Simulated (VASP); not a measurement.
The system is NaH.

```
Na H
1.0
     0.00000    2.44000    2.44000
     2.44000    0.00000    2.44000
     2.44000    2.44000    0.00000
Na H
1 1
Direct
  0.98740 0.00137 0.00601
  0.50056 0.49842 0.50487
```

Base run:

| Quantity | Value |
| --- | --- |
| Program | VASP 6.6.1 |
| Functional | PBE |
| Potentials or basis | VASP PAW PBE potentials, release 64 (Na_pv, H) |
| Cutoff | 520 eV |
| k mesh | 11 × 11 × 11 |
| Occupations | gaussian, width 0.05 eV |
| Spin | no spin polarisation |

Its results: band gap on the k mesh 3.91 eV, indirect (least direct gap 4.65 eV); pressure -0.7 GPa; largest force 0.031 eV/Å.

Problem. The run is repeated on the same cell with these changes: k mesh from 11 × 11 × 11 to 8 × 8 × 8. What comes out?

Solution. Band gap on the k mesh 3.71 eV, indirect (least direct gap 4.55 eV); pressure -0.7 GPa; largest force 0.031 eV/Å.

A k mesh can miss the band edges.
